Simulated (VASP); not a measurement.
YTe, 2 atoms in the cell. It takes space group I4/mmm (No. 139, tetragonal). Conventional cell: a = 4.353 Å, b = 4.353 Å, c = 6.095 Å, α = 90.00°, β = 90.00°, γ = 90.00°. Y (site symmetry 4/mmm) has 6 Te at 3.05 to 3.08 Å within 4.0 Å. Within 4.0 Å of Te (site symmetry 4/mmm) lie 6 Y at 3.05 to 3.08 Å.  This cell differs from its parent crystal: equal xx and yy strain of +1 %.

| Item | Value |
| --- | --- |
| Program | VASP 6.6.1 |
| Task | single point |
| Functional | PBEsol |
| Potentials or basis | VASP PAW PBE potentials, release 64 (Y_sv, Te) |
| Cutoff | 520 eV |
| k mesh | 12 × 12 × 12 |
| Occupations | fermi-dirac, width 0.05 eV |
| Spin | no spin polarisation |
| Dipole correction | no |
| Further INCAR settings | ALGO = Normal; EDIFF = 1e-07; NBANDS = 16 |

Potentials or basis: VASP PAW PBE potentials, release 64 (Y_sv, Te).

Run with:

```console
$ cat potpaw_PBE.64/Y_sv/POTCAR potpaw_PBE.64/Te/POTCAR > POTCAR
$ mpirun -np 1 vasp_std > vasp.out
```

Hardware: 1 thread of Intel(R) Xeon(R) 6975P-C (Granite Rapids), on a shared host.

Q: How long does it take, and how much memory?

A: It took 54 s on 1 thread of Intel(R) Xeon(R) 6975P-C (Granite Rapids) (shared host), peak memory 0.31 GiB. Counts: scf iterations 16, k points 163.
